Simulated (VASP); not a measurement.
Write the native input for VASP 6.6.1 that does the following.

* Task: single point
* Functional: PBE
* Potentials or basis: VASP PAW PBE potentials, release 64 (Os)
* Cutoff: 520 eV
* k mesh: 17 × 17 × 10
* Occupations: fermi-dirac, width 0.08 eV
* Spin: no spin polarisation
* Dipole correction: no
* Further INCAR settings: ALGO = Normal; EDIFF = 1e-06; NBANDS = 15

The structure of Os lies in POSCAR:

```
Os
1.0
    2.6939887554      0.0000000000      0.0000000000
   -1.3469943777      2.3330626997      0.0000000000
    0.0000000000      0.0000000000      4.4492910000
Os
2
Direct
    0.3333333333      0.6666666667      0.2500000000
    0.6666666667      0.3333333333      0.7500000000
```

This cell differs from its parent crystal: z stretched by +3 % at fixed volume.

These files were run (other wordings do the same):

INCAR

```
PREC     = Accurate       # precision mode
ENCUT    = 520            # plane-wave cutoff, eV
EDIFF    = 1E-6           # SCF threshold, eV
ISMEAR   = -1             # smearing method
SIGMA    = 0.08           # smearing width, eV
LREAL    = F              # projectors in reciprocal space
LASPH    = T              # aspherical terms in the spheres
NELM     = 100            # most SCF steps
ALGO     = Normal         # electronic algorithm
ISIF     = 2              # what is computed and relaxed
LWAVE    = F              # write WAVECAR
LCHARG   = F              # write CHGCAR
GGA      = PE             # functional
NBANDS   = 15             # bands
```

KPOINTS

```
regular mesh
0
Gamma
  17 17 10
```

Potentials or basis: VASP PAW PBE potentials, release 64 (Os).

Command:

```sh
$ cat potpaw_PBE.64/Os/POTCAR > POTCAR
$ mpirun -np 1 vasp_std > vasp.out
```

Results of the run:

```yaml
Pressure: 9.0 GPa
Band_gap_on_the_k_mesh: zero (band 8 reaches 11.83 eV, above the bottom of band 9 at 7.85 eV)
```

Caveat: spin-orbit coupling is left out, which moves the levels of the heavy elements.

It took 74 s on 1 thread of Oxide Virtual Turin-like Processor, with other jobs on the host, peak memory 0.16 GiB.
